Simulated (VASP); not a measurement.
# ZnS (P6_3mc) in VASP: settings compared, part 2 of 2

VASP 6.6.1. The steps go on from the part before.

### Step 3. Single point, revPBE+D3(BJ)

The input, INCAR:

```
SYSTEM = ZnS
  PREC = Accurate
  ENCUT = 520
  EDIFF = 1E-7
  ISMEAR = -1
  SIGMA = 0.05
  LREAL = .FALSE.
  LASPH = .TRUE.
  NELM = 60
  ALGO = Normal
  ISIF = 2
  LWAVE = .FALSE.
  LCHARG = .FALSE.
  GGA = RE
  IVDW = 12
  NBANDS = 46
```

The input, KPOINTS:

```
regular mesh
0
G
  8 8 3
  0 0 0
```

The input, POSCAR:

```
ZnS
1.0
    3.8730044530      0.0000000000      0.0000000000
   -1.9365022265      3.3541202452      0.0000000000
    0.0000000000      0.0000000000     12.6847557358
Zn S
4 4
Direct
    0.6666666667      0.3333333333      0.7500000000
    0.3333333333      0.6666666667      0.2500000000
    0.0000000000      0.0000000000      0.5000000000
    0.0000000000      0.0000000000      0.0000000000
    0.6666666667      0.3333333333      0.9375000000
    0.3333333333      0.6666666667      0.4375000000
    0.0000000000      0.0000000000      0.6875000000
    0.0000000000      0.0000000000      0.1875000000
```

Potentials or basis: VASP PAW PBE potentials, release 64 (Zn, S).

On the command line:

```bash
$ cat potpaw_PBE.64/Zn/POTCAR potpaw_PBE.64/S/POTCAR > POTCAR
$ mpirun -np 1 vasp_std > vasp.out
```

OUTCAR:

```text
SYSTEM = ZnS
   PREC = Accurate
   ENCUT = 520
   EDIFF = 1E-7
   ISMEAR = -1
   LREAL = .FALSE.
   LASPH = .TRUE.
   NELM = 60
   ISIF = 2
   GGA = RE
   IVDW = 12
 IVDW          = 12

 ion  position               nearest neighbor table
   1  0.667  0.333  0.750-   7 2.37   7 2.37   7 2.37   5 2.38
   2  0.333  0.667  0.250-   8 2.37   8 2.37   8 2.37   6 2.38
   3  0.000  0.000  0.500-   6 2.37   6 2.37   6 2.37   7 2.38
   4  0.000  0.000  0.000-   5 2.37   5 2.37   5 2.37   8 2.38
   5  0.667  0.333  0.938-   4 2.37   4 2.37   4 2.37   1 2.38
   6  0.333  0.667  0.438-   3 2.37   3 2.37   3 2.37   2 2.38
   7  0.000  0.000  0.688-   1 2.37   1 2.37   1 2.37   3 2.38
   8  0.000  0.000  0.188-   2 2.37   2 2.37   2 2.37   4 2.38

  LATTYP: Found a hexagonal cell.
 ALAT       =     3.8730044530
 C/A-ratio  =     3.2751719988

  Lattice vectors:

 A1 = (   3.8730044530,   0.0000000000,   0.0000000000)
 A2 = (  -1.9365022265,   3.3541202452,   0.0000000000)
 A3 = (   0.0000000000,   0.0000000000,  12.6847557358)

Analysis of symmetry for initial positions (statically):
=====================================================================
 Subroutine PRICEL returns:
 Original cell was already a primitive cell.

 Routine SETGRP: Setting up the symmetry group for a
 hexagonal supercell.

 Subroutine GETGRP returns: Found 12 space group operations
 (whereof  6 operations were pure point group operations)
 out of a pool of 24 trial point group operations.

The static configuration has the point symmetry C_3v.
 The point group associated with its full space group is C_6v.

Analysis of symmetry for dynamics (positions and initial velocities):
=====================================================================
 Subroutine PRICEL returns:
 Original cell was already a primitive cell.

 Routine SETGRP: Setting up the symmetry group for a
 hexagonal supercell.

 Subroutine GETGRP returns: Found 12 space group operations
 (whereof  6 operations were pure point group operations)
 out of a pool of 24 trial point group operations.

The dynamic configuration has the point symmetry C_3v.
 The point group associated with its full space group is C_6v.

 Subroutine INISYM returns: Found 12 space group operations
 (whereof  6 operations are pure point group operations),
 and found     1 'primitive' translations

----------------------------------------------------------------------------------------

                                     Primitive cell

  volume of cell :     164.7816

  direct lattice vectors                    reciprocal lattice vectors
     3.873004453  0.000000000  0.000000000     0.258197483  0.149070386  0.000000000
    -1.936502227  3.354120245  0.000000000     0.000000000  0.298140772  0.000000000
     0.000000000  0.000000000 12.684755736     0.000000000  0.000000000  0.078834786

  length of vectors
     3.873004453  3.873004453 12.684755736     0.298140772  0.298140772  0.078834786

  position of ions in fractional coordinates (direct lattice)
     0.666666667  0.333333333  0.750000000
     0.333333333  0.666666667  0.250000000
[... 46 lines left out ...]
  0.000000  0.000000  0.000000      1.000000
  0.125000  0.000000  0.000000      6.000000
  0.250000  0.000000  0.000000      6.000000
  0.375000  0.000000  0.000000      6.000000
  0.500000  0.000000  0.000000      3.000000
  0.125000  0.125000  0.000000      6.000000
[... 12 lines left out ...]
  0.250000  0.250000  0.333333     12.000000
  0.375000  0.250000  0.333333     12.000000
   k-points           NKPTS =     20   k-points in BZ     NKDIM =     20   number of bands    NBANDS=     46
   number of dos      NEDOS =    301   number of ions     NIONS =      8
   total plane-waves  NPLWV =  86400
   dimension x,y,z NGX =    30 NGY =   30 NGZ =   96
   dimension x,y,z NGXF=    60 NGYF=   60 NGZF=  192
   ions per type =               4   4
   NGX,Y,Z   is equivalent  to a cutoff of  12.88, 12.88, 12.58 a.u.
   NGXF,Y,Z  is equivalent  to a cutoff of  25.75, 25.75, 25.16 a.u.
 SYSTEM =  ZnS
   PREC   = accura    normal or accurate (medium, high low for compatibility)
   ISTART =      0    job   : 0-new  1-cont  2-samecut
   ICHARG =      2    charge: 1-file 2-atom 10-const
   ISPIN  =      1    spin polarized calculation?
   LNONCOLLINEAR =      F non collinear calculations
   LSORBIT =      F    spin-orbit coupling
   LASPH  =      T    aspherical Exc in radial PAW
   ENCUT  =  520.0 eV  38.22 Ry    6.18 a.u.   7.20  7.20 23.59*2*pi/ulx,y,z
   NELM   =     60;   NELMIN=  2; NELMDL= -5     # of ELM steps
   EDIFF  = 0.1E-06   stopping-criterion for ELM
   LREAL  =      F    real-space projection
   EDIFFG = 0.1E-05   stopping-criterion for IOM
   NSW    =      0    number of steps for IOM
   IBRION =     -1    ionic relax: 0-MD 1-quasi-New 2-CG
   NFREE  =      0    steps in history (QN), initial steepest desc. (CG)
   ISIF   =      2    stress and relaxation
   ISYM   =      2    0-nonsym 1-usesym 2-fastsym
   POTIM  = 0.5000    time-step for ionic-motion
   TEBEG  =    0.0;   TEEND  =   0.0 temperature during run
   PSTRESS=    0.0 pullay stress
   NELECT =      72.0000    total number of electrons
   NUPDOWN=      -1.0000    fix difference up-down
   EMIN   =  10.00;   EMAX   =-10.00  energy-range for DOS
   EFERMI =   0.00;   METHOD = LEGACY
   ISMEAR =    -1;   SIGMA  =   0.05  broadening in eV -4-tet -1-fermi 0-gaus
   EFERMI_NEDOS =   21; number of points for ismear=-14 and -15
   IALGO  =     38    algorithm
   IMIX   =      4    mixing-type and parameters
     AMIX     =   0.40;   BMIX     =  1.00
     AMIX_MAG =   1.60;   BMIX_MAG =  1.00
  volume/ion in A,a.u.               =      20.60       139.00
  Fermi-wavevector in a.u.,A,eV,Ry     =   1.242270  2.347550 20.996992  1.543235
  Thomas-Fermi vector in A             =   2.376632
   LORBIT       =      0    0 simple, 1 ext, 2 COOP (PROOUT), +10 PAW based schemes
   GGA     = RE    functional components
   LHFCALC =     F    Hartree Fock is set to
   AEXX    =    0.0000 exact exchange contribution
   IVDW    =    12    specifies the selected vdW correction
   LEPSILON=     F    determine dielectric tensor
   LRPA    =     F    only Hartree local field effects (RPA)
 non-spin polarized calculation
  energy-cutoff  :      520.00
  volume of cell :      164.78
 maximum number of plane-waves:      4455
 NGX is ok and might be reduce to    30
   NGX = 15   NGY = 15   NGZ = 47

 number of electron      72.0000061 magnetization

 Free energy of the ion-electron system (eV)
  ---------------------------------------------------
  ext. energy  EPLUGINS =         0.00000000
  ---------------------------------------------------
  free energy    TOTEN  =       -25.12995340 eV

  energy without entropy =      -25.12995340  energy(sigma->0) =      -25.12995340

 E-fermi :   2.8318     XC(G=0):  -9.2563

 val. band max:        1.8077980020   @ k =   0.0000   0.0000   0.0000
 cond. band min:       3.8922486408   @ k =   0.0000   0.0000   0.0000
 fundamental gap:      2.0844506388
 Fermi energy:         2.8317927028

 k-point     1 :       0.0000    0.0000    0.0000
  band No.  band energies     occupation
      1     -11.0409      2.00000
      2     -10.6601      2.00000
      3     -10.6484      2.00000
      4     -10.1990      2.00000
      5      -4.3373      2.00000
      6      -4.3343      2.00000
[... 969 lines left out ...]
     45       9.1521      0.00000
     46       9.3808      0.00000

------------------------ aborting loop because EDIFF is reached ----------------------------------------

 Edisp (eV)   -4.59097

 E8    (eV) :    -3.0652

  FORCE on cell =-STRESS in cart. coord.  units (eV):
  Direction    XX          YY          ZZ          XY          YZ          ZX
  --------------------------------------------------------------------------------------
  -------------------------------------------------------------------------------------
  Total      -4.73484    -4.73484    -4.84155     0.00000     0.00000    -0.00000
  in kB     -46.03703   -46.03703   -47.07453     0.00000     0.00000    -0.00000
  external pressure =      -46.38 kB  Pullay stress =        0.00 kB

 VOLUME and BASIS-vectors are now :
 -----------------------------------------------------------------------------
  energy-cutoff  :      520.00
  volume of cell :      164.78
      direct lattice vectors                 reciprocal lattice vectors
     3.873004453  0.000000000  0.000000000     0.258197483  0.149070386  0.000000000
    -1.936502227  3.354120245  0.000000000     0.000000000  0.298140772  0.000000000
     0.000000000  0.000000000 12.684755736     0.000000000  0.000000000  0.078834786

 POSITION                                       TOTAL-FORCE (eV/Angst)
 -----------------------------------------------------------------------------------
      1.93650      1.11804      9.51357        -0.000000      0.000000      0.006706
     -0.00000      2.23608      3.17119         0.000000      0.000000      0.006706
      0.00000      0.00000      6.34238        -0.000000      0.000000      0.020495
      0.00000      0.00000      0.00000         0.000000     -0.000000      0.020495
      1.93650      1.11804     11.89196         0.000000      0.000000      0.014555
     -0.00000      2.23608      5.54958        -0.000000     -0.000000      0.014555
      0.00000      0.00000      8.72077        -0.000000      0.000000     -0.041756
      0.00000      0.00000      2.37839         0.000000     -0.000000     -0.041756
 -----------------------------------------------------------------------------------
    total drift:                               -0.000000     -0.000001     -0.000658

  FREE ENERGIE OF THE ION-ELECTRON SYSTEM (eV)
  ---------------------------------------------------
  free  energy   TOTEN  =       -29.7209234034 eV

  energy  without entropy=      -29.7209234033  energy(sigma->0) =      -29.72092340
```

Wall time 3.4 min (1 thread of Intel Xeon Platinum 8259CL at 2.50GHz (Skylake/Cascade Lake), shared host); peak memory 0.34 GiB.

Results:

| Property | Result |
| --- | --- |
| Free energy | -29.7209 eV |
| Pressure | -4.6 GPa |
| Largest force | 0.042 eV/Å |
| Band gap on the k mesh | 2.08 eV |
| Dispersion energy per atom | -0.574 eV |

Forces on the atoms (eV/Å):
```
Zn   0.000  0.000  0.007
Zn   0.000  0.000  0.007
Zn   0.000  0.000  0.020
Zn   0.000  0.000  0.020
S    0.000  0.000  0.015
S    0.000  0.000  0.015
S    0.000  0.000 -0.042
S    0.000  0.000 -0.042
```

Levels at points of the mesh, in eV from the valence-band top:
```tsv
k point	band 33	band 34	band 35	band 36	band 37	band 38	band 39	band 40
(0.00, 0.00, 0.00)	-0.42	-0.04	0.00	0.00	2.08	3.21	3.36	3.59
(0.50, 0.00, 0.00)	-1.48	-1.46	-1.02	-0.81	3.37	3.49	3.87	4.43
```

Caveat: the cell stands under tension; the PAW data sets were made with another functional, which shifts forces and pressure a little. A k mesh can miss the band edges.

### Step 4. Single point, PBEsol

The input, INCAR:

```
SYSTEM = ZnS
ALGO = Normal ; EDIFF = 1E-6
ENCUT = 520 ; GGA = PS
ISIF = 2 ; ISMEAR = -1
LASPH = .TRUE. ; LCHARG = .FALSE.
LREAL = .FALSE. ; LWAVE = .FALSE.
NBANDS = 46 ; NELM = 80
PREC = Accurate ; SIGMA = 0.05
```

The input, KPOINTS:

```
k-points
0
G
  8 8 3
  0 0 0
```

POSCAR is that of step 3.

Potentials or basis: VASP PAW PBE potentials, release 64 (Zn, S).

On the command line:

```bash
$ cat potpaw_PBE.64/Zn/POTCAR potpaw_PBE.64/S/POTCAR > POTCAR
$ mpirun -np 1 vasp_std > vasp.out
```

OUTCAR:

```text
SYSTEM = ZnS
   EDIFF = 1E-6
   ENCUT = 520
   GGA = PS
   ISIF = 2
   ISMEAR = -1
   LASPH = .TRUE.
   LREAL = .FALSE.
   NELM = 80
   PREC = Accurate

 ion  position               nearest neighbor table
   1  0.667  0.333  0.750-   7 2.37   7 2.37   7 2.37   5 2.38
   2  0.333  0.667  0.250-   8 2.37   8 2.37   8 2.37   6 2.38
   3  0.000  0.000  0.500-   6 2.37   6 2.37   6 2.37   7 2.38
   4  0.000  0.000  0.000-   5 2.37   5 2.37   5 2.37   8 2.38
   5  0.667  0.333  0.938-   4 2.37   4 2.37   4 2.37   1 2.38
   6  0.333  0.667  0.438-   3 2.37   3 2.37   3 2.37   2 2.38
[... 1189 lines left out ...]
  Total       -4.6317930     -4.6317930     -4.7690502      0.0000000     -0.0000000      0.0000000
  in kB      -45.0350859    -45.0350859    -46.3696419      0.0000000     -0.0000000      0.0000000
  external PRESSURE =     -45.4799379 kB  Pullay stress =       0.0000000 kB

 VOLUME and BASIS-vectors are now :
 -----------------------------------------------------------------------------
  energy-cutoff  :      520.00
  volume of cell :      164.78
      direct lattice vectors                 reciprocal lattice vectors
     3.873004453  0.000000000  0.000000000     0.258197483  0.149070386  0.000000000
    -1.936502227  3.354120245  0.000000000     0.000000000  0.298140772  0.000000000
     0.000000000  0.000000000 12.684755736     0.000000000  0.000000000  0.078834786

 POSITION                                       TOTAL-FORCE (eV/Angst)
 -----------------------------------------------------------------------------------
      1.93650      1.11804      9.51357         0.000000     -0.000000      0.002321
     -0.00000      2.23608      3.17119        -0.000000     -0.000000      0.002321
      0.00000      0.00000      6.34238        -0.000000     -0.000000      0.010746
      0.00000      0.00000      0.00000         0.000000     -0.000000      0.010746
      1.93650      1.11804     11.89196        -0.000000     -0.000000      0.018196
     -0.00000      2.23608      5.54958         0.000000      0.000000      0.018196
      0.00000      0.00000      8.72077        -0.000000     -0.000000     -0.031263
      0.00000      0.00000      2.37839        -0.000000     -0.000000     -0.031263
 -----------------------------------------------------------------------------------
    total drift:                               -0.000000     -0.000001     -0.000886

  FREE ENERGIE OF THE ION-ELECTRON SYSTEM (eV)
  ---------------------------------------------------
  free  energy   TOTEN  =       -30.1883055237 eV

  energy  without entropy=      -30.1883055232  energy(sigma->0) =      -30.18830552
```

OSZICAR:

```text
N       E                     dE             d eps       ncg     rms          rms(c)
DAV:   1     0.580575290417E+03    0.58058E+03   -0.33104E+04  1840   0.186E+03
DAV:   2     0.473878948186E+02   -0.53319E+03   -0.51166E+03  1856   0.429E+02
DAV:   3    -0.280890194315E+02   -0.75477E+02   -0.74224E+02  2054   0.151E+02
DAV:   4    -0.317369678657E+02   -0.36479E+01   -0.36326E+01  2248   0.334E+01
DAV:   5    -0.317943528251E+02   -0.57385E-01   -0.57362E-01  2182   0.424E+00    0.123E+01
DAV:   6    -0.301620308050E+02    0.16323E+01   -0.38663E+00  2726   0.437E+01    0.957E+00
DAV:   7    -0.302334462403E+02   -0.71415E-01   -0.36038E+00  2062   0.770E+00    0.381E+00
DAV:   8    -0.301892712457E+02    0.44175E-01   -0.19501E-01  2334   0.421E+00    0.891E-01
DAV:   9    -0.301878341469E+02    0.14371E-02   -0.49295E-02  2380   0.267E+00    0.284E-01
DAV:  10    -0.301880067653E+02   -0.17262E-03   -0.31499E-03  2320   0.605E-01    0.178E-01
DAV:  11    -0.301883529095E+02   -0.34614E-03   -0.10373E-03  2354   0.376E-01    0.835E-02
DAV:  12    -0.301882972326E+02    0.55677E-04   -0.41597E-04  2376   0.408E-01    0.208E-02
DAV:  13    -0.301883019601E+02   -0.47275E-05   -0.80426E-05  2374   0.849E-02    0.148E-02
DAV:  14    -0.301883049925E+02   -0.30324E-05   -0.14678E-05  2026   0.389E-02    0.529E-03
DAV:  15    -0.301883055237E+02   -0.53122E-06   -0.21331E-06  1658   0.130E-02
   1 F= -.30188306E+02 E0= -.30188306E+02  d E =-.522470E-09
```

stdout:

```text
POSCAR found type information on POSCAR ZnS
 POSCAR found :  2 types and       8 ions
 scaLAPACK will be used
 -----------------------------------------------------------------------------
|                                                                             |
|                                                                             |
|     You enforced a specific xc type in the INCAR file but a different       |
|     I HOPE YOU KNOW WHAT YOU ARE DOING!                                     |
|                                                                             |
 -----------------------------------------------------------------------------

 LDA part: xc-table for (Slater+PW92), standard interpolation
 POSCAR, INCAR and KPOINTS ok, starting setup
 FFT: planning ... GRIDC
 FFT: planning ... GRID_SOFT
 FFT: planning ... GRID
 WAVECAR not read
 entering main loop
```

Wall time 2.9 min (1 thread of Intel Xeon Platinum 8259CL at 2.50GHz (Skylake/Cascade Lake), shared host); peak memory 0.33 GiB.

What came out:

| Property | Result |
| --- | --- |
| Free energy | -30.1883 eV |
| Pressure | -4.5 GPa |
| Largest force | 0.031 eV/Å |
| Band gap on the k mesh | 1.83 eV |

Forces on the atoms (eV/Å):
```
Zn   0.000  0.000  0.002
Zn   0.000  0.000  0.002
Zn   0.000  0.000  0.011
Zn   0.000  0.000  0.011
S    0.000  0.000  0.018
S    0.000  0.000  0.018
S    0.000  0.000 -0.031
S    0.000  0.000 -0.031
```

Stress tensor (GPa, compression positive):
```
-4.50  0.00  0.00
 0.00 -4.50  0.00
 0.00  0.00 -4.64
```

Levels at points of the mesh, in eV from the valence-band top:
```
           k point  band 33  band 34  band 35  band 36  band 37  band 38  band 39  band 40
(0.00, 0.00, 0.00)    -0.43    -0.04     0.00     0.00     1.83     3.00     3.16     3.39
(0.50, 0.00, 0.00)    -1.51    -1.49    -1.05    -0.83     3.15     3.24     3.66     4.22
```

Caveat: the cell stands under tension; the PAW data sets were made with another functional, which shifts forces and pressure a little.

### Step 5. Overview

```csv
level,gap on the mesh (eV),pressure (GPa),largest force (eV/Å)
PBE+D3(BJ),1.96,-3.8,0.04
revPBE+D3(BJ),2.08,-4.6,0.04
PBEsol,1.83,-4.5,0.03
```

Alike in all rows: task single point; potentials or basis VASP PAW PBE potentials, release 64 (Zn, S); no spin polarisation; cell as given; k mesh 8 × 8 × 3; cutoff (eV) 520; smearing fermi-dirac 0.05 eV.

On the cell as given the gap runs from 1.83 eV (PBEsol) to 2.08 eV (revPBE+D3(BJ)). The pressure there spans -4.6 GPa (revPBE+D3(BJ)) to -3.8 GPa (PBE+D3(BJ)); a positive pressure means that this level wants a larger cell, a negative one a smaller.

Caveats: the cell stands under tension; the PAW data sets were made with another functional, which shifts forces and pressure a little (at least some runs).

Total energies depend on the potentials used, so only differences within one code and one set of settings carry meaning.
